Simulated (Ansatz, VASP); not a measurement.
# One calculation of Ca, two programs

```
Ca
1.0
     0.00000    2.75041    2.75041
     2.75041    0.00000    2.75041
     2.75041    2.75041    0.00000
Ca
1
Direct
  0.00000 0.00000 0.00000
```

Alike in both runs: task single point; functional PBE; k mesh 14 × 14 × 14; occupations gaussian, width 0.1 eV; no spin polarisation.

|  | VASP | Ansatz |
| --- | --- | --- |
| version | VASP 6.6.1 | Ansatz 0.2.0 |
| potentials or method | VASP PAW PBE potentials, release 64 (Ca_sv), cutoff 520 eV | scalar-relativistic, plane waves, PAW |
| valence electrons in the cell | 10 | 10 |

|  | VASP | Ansatz | Ansatz less VASP |
| --- | --- | --- | --- |
| gap on the k mesh at the Fermi level (eV) | none | none | - |
| pressure (GPa) | 0.3 | 0.2 | -0.01 |

A gap of «none» marks a metal or a gap that the smearing closes.
